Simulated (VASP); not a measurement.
# ZnSe (zinc blende type) (F-43m) in VASP: a series of runs, part 2 of 2

VASP 6.6.1. The steps go on from the part before.

### 4 Single point, HSE06

This run uses another cell than the first one, of 21.75 Å³/atom.

Input file POSCAR:

```
ZnSe
1.0
    0.0000000000      2.7913299312      2.7913299312
    2.7913299312      0.0000000000      2.7913299312
    2.7913299312      2.7913299312      0.0000000000
Zn Se
1 1
Direct
    0.0000000000      0.0000000000      0.0000000000
    0.2500000000      0.2500000000      0.2500000000
```

Input file INCAR.step1:

```
SYSTEM = ZnSe
  PREC = Accurate
  ENCUT = 520
  EDIFF = 1E-5
  ISMEAR = -1
  SIGMA = 0.05
  LREAL = .FALSE.
  LASPH = .TRUE.
  NELM = 80
  ALGO = Normal
  ISIF = 2
  LWAVE = .TRUE.
  NBANDS = 16
  GGA = PE
```

Input file INCAR.step2:

```
SYSTEM = ZnSe
  PREC = Accurate
  ENCUT = 520
  EDIFF = 1E-6
  ISMEAR = -1
  SIGMA = 0.05
  LREAL = .FALSE.
  LASPH = .TRUE.
  NELM = 80
  ALGO = Normal
  ISIF = 2
  LWAVE = .FALSE.
  LCHARG = .TRUE.
  GGA = PE
  LHFCALC = .TRUE.
  HFSCREEN = 0.2079
  PRECFOCK = Normal
  LELF = .TRUE.
  LVHAR = .TRUE.
  NBANDS = 16
  ISTART = 1
```

Input file KPOINTS:

```
Automatic mesh
0
G
  4 4 4
  0 0 0
```

Potentials or basis: VASP PAW PBE potentials, release 64 (Zn, Se).

Started as:

```sh
$ cat potpaw_PBE.64/Zn/POTCAR potpaw_PBE.64/Se/POTCAR > POTCAR
$ cp INCAR.step1 INCAR
$ mpirun -np 1 vasp_std > vasp.out
$ cp INCAR.step2 INCAR
$ mpirun -np 1 vasp_std > vasp.out
```

OUTCAR:

```text
SYSTEM = ZnSe
   PREC = Accurate
   ENCUT = 520
   EDIFF = 1E-6
   ISMEAR = -1
   LREAL = .FALSE.
   LASPH = .TRUE.
   NELM = 80
   ISIF = 2
   GGA = PE
   LHFCALC = .TRUE.
   HFSCREEN = 0.2079
   PRECFOCK = Normal
   ISTART = 1

 ion  position               nearest neighbor table
   1  0.000  0.000  0.000-   2 2.42   2 2.42   2 2.42   2 2.42
   2  0.250  0.250  0.250-   1 2.42   1 2.42   1 2.42   1 2.42

  LATTYP: Found a face centered cubic cell.
 ALAT       =     5.5826598624

  Lattice vectors:

 A1 = (   0.0000000000,   2.7913299312,   2.7913299312)
 A2 = (   2.7913299312,   0.0000000000,   2.7913299312)
 A3 = (   2.7913299312,   2.7913299312,   0.0000000000)

Analysis of symmetry for initial positions (statically):
=====================================================================
 Subroutine PRICEL returns:
 Original cell was already a primitive cell.

 Routine SETGRP: Setting up the symmetry group for a
 face centered cubic supercell.

 Subroutine GETGRP returns: Found 24 space group operations
 (whereof 24 operations were pure point group operations)
 out of a pool of 48 trial point group operations.

The static configuration has the point symmetry T_d .

Analysis of symmetry for dynamics (positions and initial velocities):
=====================================================================
 Subroutine PRICEL returns:
 Original cell was already a primitive cell.

 Routine SETGRP: Setting up the symmetry group for a
 face centered cubic supercell.

 Subroutine GETGRP returns: Found 24 space group operations
 (whereof 24 operations were pure point group operations)
 out of a pool of 48 trial point group operations.

The dynamic configuration has the point symmetry T_d .

 Subroutine INISYM returns: Found 24 space group operations
 (whereof 24 operations are pure point group operations),
 and found     1 'primitive' translations
[... 101 lines left out ...]
  Thomas-Fermi vector in A             =   2.355191
   LORBIT       =      0    0 simple, 1 ext, 2 COOP (PROOUT), +10 PAW based schemes
   GGA     = PE    functional components
   LHFCALC =     T    Hartree Fock is set to
   PRECFOCK=normal    Normal, Fast or Accurate (Low or Medium for compatibility)
   ENCUT4O =  -1.0   cutoff for four orbital integrals eV
   NKREDX  =     1    reduce k-point grid by
   NKREDY  =     1    reduce k-point grid by
   NKREDZ  =     1    reduce k-point grid by
   AEXX    =    0.2500 exact exchange contribution
   HFSCREEN=    0.2079 screening length (either q_TF or 0.3 A-1)
   HFSCREENC=   0.2079 screening length for correlation (either q_TF or 0.3 A-1)
   ENCUTFOCK=  -1.0 apply spherical cutoff to Coloumb kernel
   IVDW    =     0    specifies the selected vdW correction
   LEPSILON=     F    determine dielectric tensor
   LRPA    =     F    only Hartree local field effects (RPA)
 non-spin polarized calculation
  energy-cutoff  :      520.00
  volume of cell :       43.50
 maximum number of plane-waves:      1211
 NGX is ok and might be reduce to    30
  NGX = 24; NGY = 24; NGZ = 24

 number of electron      17.9999984 magnetization

 Free energy of the ion-electron system (eV)
  ---------------------------------------------------
  ext. energy  EPLUGINS =         0.00000000
  ---------------------------------------------------
  free energy    TOTEN  =        -7.33669761 eV

  energy without entropy =       -7.33669761  energy(sigma->0) =       -7.33669761

 E-fermi :   2.4919     XC(G=0):  -7.8899

 val. band max:        1.3625688980   @ k =   0.0000   0.0000   0.0000
 cond. band min:       3.9997354533   @ k =   0.0000   0.0000   0.0000
 fundamental gap:      2.6371665553
 Fermi energy:         2.4919227619

 k-point     1 :       0.0000    0.0000    0.0000
  band No.  band energies     occupation
      1     -13.3143      2.00000
      2      -6.9758      2.00000
      3      -6.9758      2.00000
      4      -6.9758      2.00000
      5      -6.6071      2.00000
      6      -6.6071      2.00000
[... 129 lines left out ...]
      3      -6.7806      2.00000
      4      -6.6461      2.00000
      5      -6.6216      2.00000
      6      -6.2240      2.00000
[... 8 lines left out ...]
     15      16.9110      0.00000
     16      17.0973      0.00000

------------------------ aborting loop because EDIFF is reached ----------------------------------------

  FORCE on cell =-STRESS in cart. coord.  units (eV):
  Direction    XX          YY          ZZ          XY          YZ          ZX
  --------------------------------------------------------------------------------------
  -------------------------------------------------------------------------------------
  Total        1.3178865      1.3178865      1.3178865     -0.0000000      0.0000000     -0.0000000
  in kB       48.5428285     48.5428285     48.5428285     -0.0000000      0.0000000     -0.0000000
  external PRESSURE =      48.5428285 kB  Pullay stress =       0.0000000 kB

 VOLUME and BASIS-vectors are now :
 -----------------------------------------------------------------------------
  energy-cutoff  :      520.00
  volume of cell :       43.50
      direct lattice vectors                 reciprocal lattice vectors
     0.000000000  2.791329931  2.791329931    -0.179126084  0.179126084  0.179126084
     2.791329931  0.000000000  2.791329931     0.179126084 -0.179126084  0.179126084
     2.791329931  2.791329931  0.000000000     0.179126084  0.179126084 -0.179126084

 POSITION                                       TOTAL-FORCE (eV/Angst)
 -----------------------------------------------------------------------------------
      0.00000      0.00000      0.00000         0.000000     -0.000000     -0.000000
      1.39566      1.39566      1.39566        -0.000000      0.000000      0.000000
 -----------------------------------------------------------------------------------
    total drift:                                0.000221      0.000201      0.000133

  FREE ENERGIE OF THE ION-ELECTRON SYSTEM (eV)
  ---------------------------------------------------
  free  energy   TOTEN  =        -7.3366976063 eV

  energy  without entropy=       -7.3366976063  energy(sigma->0) =       -7.33669761
```

Run time: 11 min. Hardware: 1 thread of Intel Xeon 8259CL, shared host; peak memory 0.28 GiB.

Results:

- Free energy: -7.3367 eV
- Pressure: 4.9 GPa
- Band gap on the k mesh: 2.64 eV

Caveat: the k points lie up to 0.49 Å⁻¹ apart; the PAW data sets were made with another functional, which shifts forces and pressure a little.

### 5 Single point, HSE06

This run uses another cell than the first one, of 21.75 Å³/atom.

POSCAR is that of step 4.

Input file INCAR.step1:

```
PREC = Accurate
ENCUT = 520
EDIFF = 1E-5
ISMEAR = -1
SIGMA = 0.05
LREAL = False
LASPH = True
NELM = 60
ALGO = Normal
ISIF = 2
LWAVE = True
GGA = PE
NBANDS = 16
```

Input file INCAR.step2:

```
PREC = Accurate
ENCUT = 520
EDIFF = 1E-6
ISMEAR = -1
SIGMA = 0.05
LREAL = False
LASPH = True
NELM = 60
ALGO = Normal
ISIF = 2
LWAVE = False
LCHARG = True
GGA = PE
LHFCALC = True
HFSCREEN = 0.2079
PRECFOCK = Normal
LELF = True
LVHAR = True
ISTART = 1
NBANDS = 16
```

Input file KPOINTS:

```
Automatic mesh
0
Gamma
  4 4 4
```

Started as:

```sh
$ cat potpaw_PBE.64/Zn/POTCAR potpaw_PBE.64/Se/POTCAR > POTCAR
$ cp INCAR.step1 INCAR
$ mpirun -np 1 vasp_std > vasp.out
$ cp INCAR.step2 INCAR
$ mpirun -np 1 vasp_std > vasp.out
```

Wall time 12 min (1 thread of Intel Xeon 8259CL, shared host); peak memory 0.28 GiB.

The run converged. Its results:

* Free energy: -7.3367 eV
* Pressure: 4.9 GPa
* Band gap on the k mesh: 2.64 eV

Levels at points of the mesh, in eV from the valence-band top:
```csv
k point,band 6,band 7,band 8,band 9,band 10,band 11,band 12,band 13
"(0.00, 0.00, 0.00)",-7.97,0.00,0.00,0.00,2.64,6.93,6.93,6.93
"(0.50, 0.00, 0.00)",-7.76,-5.85,-0.98,-0.98,3.75,7.49,7.49,9.87
"(0.50, 0.50, 0.00)",-7.72,-5.37,-2.48,-2.48,3.75,4.50,12.57,13.15
```

Caveat: the k points lie up to 0.49 Å⁻¹ apart; the PAW data sets were made with another functional, which shifts forces and pressure a little.
